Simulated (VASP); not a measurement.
Runs of VASP 6.6.1 on Co. The structure is that of space group P6_3/mmc (No. 194), or close to it. The cells are those of the table. 

| task | cell | k mesh | cutoff (eV) | gap on the mesh (eV) | pressure (GPa) | moment (μB) |
| --- | --- | --- | --- | --- | --- | --- |
| relaxation of cell and atoms | relaxed from a = 2.507, b = 2.507, c = 4.070 Å, angles 90.0, 90.0, 120.0°, 2 atoms | 9 × 9 × 6 | 600 | none | -0.7 | 2.97 |
| single point | a = 2.507, b = 2.507, c = 4.070 Å, angles 90.0, 90.0, 120.0°, 2 atoms | 9 × 9 × 4 | 520 | none | (b) | (a) |
| single point | a = 2.427, b = 2.427, c = 3.920 Å, angles 90.0, 90.0, 120.0°, 2 atoms | 9 × 9 × 6 | 520 | none | -0.9 | 2.97 |
| single point | a = 2.429, b = 2.429, c = 3.919 Å, angles 90.0, 90.0, 120.0°, 2 atoms | 21 × 21 × 12 | 520 | none | -1.1 | 2.99 |

Alike in all rows: level LDA; potentials or basis VASP PAW LDA potentials, release 64 (Co); spin collinear, ferromagnetic start; smearing gaussian 0.1 eV.

**Question.** Estimate the missing entries.

**Answer.** (a) 3.02; (b) -23.2.

Caveats: some runs use coarse meshes.

A gap of «none» marks levels without a gap at the run's occupations.
